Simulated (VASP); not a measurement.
# NaI in VASP: further runs

NaI is run at these levels: PBE; tasks: single point.

Program: VASP 6.6.1. These are calculated values, not measurements. Logs are shortened: lines on timing, memory, paths and dates and some standing lists are left out, and cuts for length are marked.

## Step 1: The cell of the first run

The cell holds a sheet with vacuum, 4 atoms: a = 3.622 Å, b = 3.622 Å, c = 21.000 Å, α = 90.00°, β = 90.00°, γ = 120.00°.

## Step 2: Single point, PBE

INCAR

```
SYSTEM = NaI
PREC = Accurate ; ENCUT = 520
EDIFF = 1E-6 ; ISMEAR = 0
SIGMA = 0.1 ; LREAL = .False.
LASPH = .True. ; NELM = 60
ALGO = Normal ; ISIF = 2
LWAVE = .False. ; LCHARG = .False.
LDIPOL = .True. ; IDIPOL = 3
DIPOL = 0.5 0.5 0.500 ; GGA = PE
NBANDS = 22
```

KPOINTS

```
regular mesh
0
Gamma
  6 6 1
  0 0 0
```

POSCAR

```
NaI
1.0
    3.6218522500      0.0000000000      0.0000000000
   -1.8109256100      3.1366158600      0.0000000000
    0.0000000000      0.0000000000     21.0000000000
Na I
2 2
Direct
    0.3333333300      0.6666666700      0.4412177800
    0.6666666700      0.3333333300      0.5587822200
    0.0000000000      0.0000000000      0.3503265300
    0.0000000000      0.0000000000      0.6496734700
```

Potentials or basis: VASP PAW PBE potentials, release 64 (Na_pv, I).

Launch:

```
cat potpaw_PBE.64/Na_pv/POTCAR potpaw_PBE.64/I/POTCAR > POTCAR
mpirun -np 1 vasp_std > vasp.out
```

OUTCAR:

```text
SYSTEM = NaI
   PREC = Accurate
   ENCUT = 520
   EDIFF = 1E-6
   ISMEAR = 0
   LREAL = .False.
   LASPH = .True.
   NELM = 60
   ISIF = 2
   GGA = PE

 ion  position               nearest neighbor table
   1  0.333  0.667  0.441-   3 2.83   3 2.83   3 2.83
   2  0.667  0.333  0.559-   4 2.83   4 2.83   4 2.83
   3  0.000  0.000  0.350-   1 2.83   1 2.83   1 2.83
   4  0.000  0.000  0.650-   2 2.83   2 2.83   2 2.83

  LATTYP: Found a hexagonal cell.
 ALAT       =     3.6218522500
 C/A-ratio  =     5.7981382316

  Lattice vectors:

 A1 = (   3.6218522500,   0.0000000000,   0.0000000000)
 A2 = (  -1.8109256100,   3.1366158600,   0.0000000000)
 A3 = (   0.0000000000,   0.0000000000,  21.0000000000)

Analysis of symmetry for initial positions (statically):
=====================================================================
 Subroutine PRICEL returns:
 Original cell was already a primitive cell.

 Routine SETGRP: Setting up the symmetry group for a
 hexagonal supercell.

 Subroutine GETGRP returns: Found 12 space group operations
 (whereof 12 operations were pure point group operations)
 out of a pool of 24 trial point group operations.

The static configuration has the point symmetry D_3d.

Analysis of symmetry for dynamics (positions and initial velocities):
=====================================================================
 Subroutine PRICEL returns:
 Original cell was already a primitive cell.

 Routine SETGRP: Setting up the symmetry group for a
 hexagonal supercell.

 Subroutine GETGRP returns: Found 12 space group operations
 (whereof 12 operations were pure point group operations)
 out of a pool of 24 trial point group operations.

The dynamic configuration has the point symmetry D_3d.

 Subroutine INISYM returns: Found 12 space group operations
 (whereof 12 operations are pure point group operations),
 and found     1 'primitive' translations

----------------------------------------------------------------------------------------

                                     Primitive cell

  volume of cell :     238.5675

  direct lattice vectors                    reciprocal lattice vectors
     3.621852250  0.000000000  0.000000000     0.276101821  0.159407425  0.000000000
    -1.810925610  3.136615860  0.000000000     0.000000000  0.318814941  0.000000000
     0.000000000  0.000000000 21.000000000     0.000000000  0.000000000  0.047619048

  length of vectors
     3.621852250  3.621851822 21.000000000     0.318814903  0.318814941  0.047619048

  position of ions in fractional coordinates (direct lattice)
     0.333333330  0.666666670  0.441217780
     0.666666670  0.333333330  0.558782220
     0.000000000  0.000000000  0.350326530
     0.000000000  0.000000000  0.649673470

  ion indices of the primitive-cell ions
   primitive index   ion index
                 1           1
                 2           2
                 3           3
                 4           4

----------------------------------------------------------------------------------------

 KPOINTS: regular mesh

Automatic generation of k-mesh.
 Grid dimensions read from file:
 generate k-points for:    6    6    1

 Generating k-lattice:

  Cartesian coordinates                     Fractional coordinates (reciprocal lattice)
     0.046016970  0.026567904  0.000000000     0.166666667 -0.000000000  0.000000000
     0.000000000  0.053135823  0.000000000     0.000000000  0.166666667  0.000000000
     0.000000000  0.000000000  0.047619048     0.000000000  0.000000000  1.000000000

  Length of vectors
     0.053135817  0.053135823  0.047619048

  Shift w.r.t. Gamma in fractional coordinates (k-lattice)
     0.000000000  0.000000000  0.000000000

 Subroutine IBZKPT returns following result:
 ===========================================

 Found      7 irreducible k-points:

 Following reciprocal coordinates:
            Coordinates               Weight
  0.000000  0.000000  0.000000      1.000000
  0.166667 -0.000000  0.000000      6.000000
  0.333333 -0.000000  0.000000      6.000000
  0.500000  0.000000  0.000000      3.000000
  0.166667  0.166667  0.000000      6.000000
  0.333333  0.166667  0.000000     12.000000
  0.333333  0.333333  0.000000      2.000000
   k-points           NKPTS =      7   k-points in BZ     NKDIM =      7   number of bands    NBANDS=     22
   number of dos      NEDOS =    301   number of ions     NIONS =      4
   total plane-waves  NPLWV = 125440
   dimension x,y,z NGX =    28 NGY =   28 NGZ =  160
   dimension x,y,z NGXF=    56 NGYF=   56 NGZF=  320
   ions per type =               2   2
   NGX,Y,Z   is equivalent  to a cutoff of  12.85, 12.85, 12.67 a.u.
   NGXF,Y,Z  is equivalent  to a cutoff of  25.70, 25.70, 25.33 a.u.
 SYSTEM =  NaI
   PREC   = accura    normal or accurate (medium, high low for compatibility)
   ISTART =      0    job   : 0-new  1-cont  2-samecut
   ICHARG =      2    charge: 1-file 2-atom 10-const
   ISPIN  =      1    spin polarized calculation?
   LNONCOLLINEAR =      F non collinear calculations
   LSORBIT =      F    spin-orbit coupling
   LASPH  =      T    aspherical Exc in radial PAW
   ENCUT  =  520.0 eV  38.22 Ry    6.18 a.u.   6.73  6.73 39.05*2*pi/ulx,y,z
   NELM   =     60;   NELMIN=  2; NELMDL= -5     # of ELM steps
   EDIFF  = 0.1E-05   stopping-criterion for ELM
   LREAL  =      F    real-space projection
[... 7 lines left out ...]
   TEBEG  =    0.0;   TEEND  =   0.0 temperature during run
   PSTRESS=    0.0 pullay stress
   NELECT =      28.0000    total number of electrons
   NUPDOWN=      -1.0000    fix difference up-down
   EMIN   =  10.00;   EMAX   =-10.00  energy-range for DOS
   EFERMI =   0.00;   METHOD = LEGACY
   ISMEAR =     0;   SIGMA  =   0.10  broadening in eV -4-tet -1-fermi 0-gaus
   EFERMI_NEDOS =   21; number of points for ismear=-14 and -15
   IALGO  =     38    algorithm
   IMIX   =      4    mixing-type and parameters
     AMIX     =   0.40;   BMIX     =  1.00
     AMIX_MAG =   1.60;   BMIX_MAG =  1.00
  volume/ion in A,a.u.               =      59.64       402.48
  Fermi-wavevector in a.u.,A,eV,Ry     =   0.801537  1.514686  8.741226  0.642462
  Thomas-Fermi vector in A             =   1.909043
   LORBIT       =      0    0 simple, 1 ext, 2 COOP (PROOUT), +10 PAW based schemes
   GGA     = PE    functional components
   LHFCALC =     F    Hartree Fock is set to
   AEXX    =    0.0000 exact exchange contribution
   IVDW    =     0    specifies the selected vdW correction
   LEPSILON=     F    determine dielectric tensor
   LRPA    =     F    only Hartree local field effects (RPA)
 non-spin polarized calculation
 Gauss-broadening in eV      SIGMA  =   0.10
  energy-cutoff  :      520.00
  volume of cell :      238.57
 maximum number of plane-waves:      6439
 NGX is ok and might be reduce to    28
   NGX = 13   NGY = 13   NGZ = 79

 dipolmoment           0.000000      0.000000      0.000000 electrons x Angstroem

 number of electron      28.0000002 magnetization

 dipolmoment           0.000000      0.000000     -0.000000 electrons x Angstroem

 Free energy of the ion-electron system (eV)
  ---------------------------------------------------
  ext. energy  EPLUGINS =         0.00000000
  ---------------------------------------------------
  free energy    TOTEN  =        -6.66772616 eV

  energy without entropy =       -6.63950965  energy(sigma->0) =       -6.65361791

 E-fermi :  -0.8985     XC(G=0):  -4.4622

 val. band max:       -0.8994475523   @ k =   0.1667  -0.0000   0.0000
 cond. band min:      -0.8962429427   @ k =   0.1667  -0.0000   0.0000
 fundamental gap:      0.0032046096
 Fermi energy:        -0.8985128483

 k-point     1 :       0.0000    0.0000    0.0000
  band No.  band energies     occupation
      1     -25.3924      2.00000
      2     -25.3257      2.00000
      3     -25.3255      2.00000
      4     -25.3255      2.00000
      5     -25.3103      2.00000
      6     -25.3103      2.00000
[... 14 lines left out ...]
     21       5.8649      0.00000
     22       6.7166      0.00000

 k-point     2 :       0.1667   -0.0000    0.0000
  band No.  band energies     occupation
      1     -25.3870      2.00000
      2     -25.3464      2.00000
      3     -25.3294      2.00000
      4     -25.3221      2.00000
      5     -25.3162      2.00000
      6     -25.3117      2.00000
[... 14 lines left out ...]
     21       6.1796      0.00000
     22       6.4832      0.00000

 k-point     3 :       0.3333   -0.0000    0.0000
  band No.  band energies     occupation
      1     -25.3800      2.00000
      2     -25.3708      2.00000
      3     -25.3371      2.00000
      4     -25.3366      2.00000
      5     -25.3190      2.00000
      6     -25.3148      2.00000
[... 14 lines left out ...]
     21       5.2807      0.00000
     22       6.3111      0.00000

 k-point     4 :       0.5000    0.0000    0.0000
  band No.  band energies     occupation
      1     -25.3820      2.00000
      2     -25.3819      2.00000
      3     -25.3401      2.00000
      4     -25.3338      2.00000
      5     -25.3267      2.00000
      6     -25.3165      2.00000
[... 14 lines left out ...]
     21       5.9082      0.00000
     22       6.7140      0.00000

 k-point     5 :       0.1667    0.1667    0.0000
  band No.  band energies     occupation
      1     -25.3802      2.00000
      2     -25.3616      2.00000
      3     -25.3450      2.00000
      4     -25.3257      2.00000
      5     -25.3180      2.00000
      6     -25.3164      2.00000
[... 14 lines left out ...]
     21       6.2015      0.00000
     22       6.5739      0.00000

 k-point     6 :       0.3333    0.1667    0.0000
  band No.  band energies     occupation
      1     -25.3782      2.00000
      2     -25.3750      2.00000
      3     -25.3524      2.00000
      4     -25.3322      2.00000
      5     -25.3235      2.00000
      6     -25.3198      2.00000
[... 14 lines left out ...]
     21       6.2413      0.00000
     22       6.5931      0.00000

 k-point     7 :       0.3333    0.3333    0.0000
  band No.  band energies     occupation
      1     -25.3709      2.00000
      2     -25.3709      2.00000
      3     -25.3669      2.00000
      4     -25.3374      2.00000
      5     -25.3231      2.00000
      6     -25.3231      2.00000
[... 14 lines left out ...]
     21       6.1379      0.00000
     22       6.4850      0.00000

------------------------ aborting loop because EDIFF is reached ----------------------------------------

 vacuum level on the upper side and lower side of the slab       (xc-potential included)        -0.134        -0.134

  FORCE on cell =-STRESS in cart. coord.  units (eV):
  Direction    XX          YY          ZZ          XY          YZ          ZX
  --------------------------------------------------------------------------------------
  -------------------------------------------------------------------------------------
  Total        7.5283697      7.5283687      4.4748268      0.0000012      0.0000000     -0.0000000
  in kB       50.5591963     50.5591899     30.0521434      0.0000083      0.0000000     -0.0000000
  external PRESSURE =      43.7235099 kB  Pullay stress =       0.0000000 kB

 VOLUME and BASIS-vectors are now :
 -----------------------------------------------------------------------------
  energy-cutoff  :      520.00
  volume of cell :      238.57
      direct lattice vectors                 reciprocal lattice vectors
     3.621852250  0.000000000  0.000000000     0.276101821  0.159407425  0.000000000
    -1.810925610  3.136615860  0.000000000     0.000000000  0.318814941  0.000000000
     0.000000000  0.000000000 21.000000000     0.000000000  0.000000000  0.047619048

 POSITION                                       TOTAL-FORCE (eV/Angst)
 -----------------------------------------------------------------------------------
      0.00000      2.09108      9.26557        -0.000000      0.000000      0.103812
      1.81093      1.04554     11.73443         0.000000      0.000000     -0.103812
      0.00000      0.00000      7.35686         0.000000     -0.000000     -0.753730
      0.00000      0.00000     13.64314         0.000000      0.000000      0.753730
 -----------------------------------------------------------------------------------
    total drift:                                0.000000      0.000000     -0.000000

  FREE ENERGIE OF THE ION-ELECTRON SYSTEM (eV)
  ---------------------------------------------------
  free  energy   TOTEN  =        -6.6677261618 eV

  energy  without entropy=       -6.6395096515  energy(sigma->0) =       -6.65361791

 vacuum level on the upper side and lower side of the slab         4.199         4.199
```

Run time: 60 s. Hardware: 1 thread of Intel Xeon Platinum 8375C at 2.90GHz (Ice Lake), shared host; peak memory 0.34 GiB.

Results:

```yaml
Free_energy: -6.6677 eV
Largest_force: 0.754 eV/Å
Band_gap_on_the_k_mesh: zero (band 14 reaches -0.52 eV, above the bottom of band 15 at -0.90 eV)
```

Forces on the atoms (eV/Å):
```
Na   0.000  0.000  0.104
Na   0.000  0.000 -0.104
I    0.000  0.000 -0.754
I    0.000  0.000  0.754
```

Caveat: spin-orbit coupling is left out, which moves the levels of the heavy elements.

## Step 3: Single point, PBE

This run uses another cell than the first one, of 212.36 Å³/atom, 3.561 times its volume.

INCAR

```
  PREC = Accurate
  ENCUT = 520
  EDIFF = 1E-6
  ISMEAR = 0
  SIGMA = 0.1
  LREAL = False
  LASPH = True
  NELM = 80
  ALGO = Normal
  ISIF = 2
  LWAVE = False
  LCHARG = False
  LDIPOL = True
  IDIPOL = 3
  DIPOL = 0.5 0.5 0.289
  GGA = PE
  NBANDS = 22
```

KPOINTS

```
Automatic mesh
0
Gamma
  6 6 1
```

POSCAR

```
NaI
1.0
    5.1929701501     -0.0000004263      0.0000000000
   -2.5964847058      4.4972442842      0.0000000000
    0.0000000000      0.0000000000     36.3725714800
Na I
2 2
Direct
    0.3333333333      0.6666666667      0.2178575194
    0.6666666667      0.3333333333      0.3595006146
    0.0000000000      0.0000000000      0.2192024819
    0.0000000000      0.0000000000      0.3581556522
```

Potentials or basis: VASP PAW PBE potentials, release 64 (Na_pv, I).

Launch:

```
cat potpaw_PBE.64/Na_pv/POTCAR potpaw_PBE.64/I/POTCAR > POTCAR
mpirun -np 1 vasp_std > vasp.out
```

Wall time 3.8 min (1 thread of Intel Xeon Platinum 8375C at 2.90GHz (Ice Lake), shared host); peak memory 0.87 GiB.

Results (log left out):

* Free energy: -10.1594 eV
* Largest force: 0.020 eV/Å
* Band gap on the k mesh: 3.73 eV, indirect (least direct gap 3.90 eV)

Forces on the atoms (eV/Å):
```
Na   0.000  0.000  0.008
Na   0.000  0.000 -0.008
I    0.000  0.000 -0.020
I    0.000  0.000  0.020
```

Levels at points of the mesh, in eV from the valence-band top:
```tsv
k point	band 10	band 11	band 12	band 13	band 14	band 15	band 16	band 17	band 18	band 19
(0.00, 0.00, 0.00)	-0.34	-0.34	-0.31	-0.31	-0.17	3.73	4.26	5.63	5.79	5.97
(0.50, 0.00, 0.00)	-1.11	-0.49	-0.46	-0.28	-0.02	5.20	5.53	5.59	6.18	6.72
```

Caveat: spin-orbit coupling is left out, which moves the levels of the heavy elements.
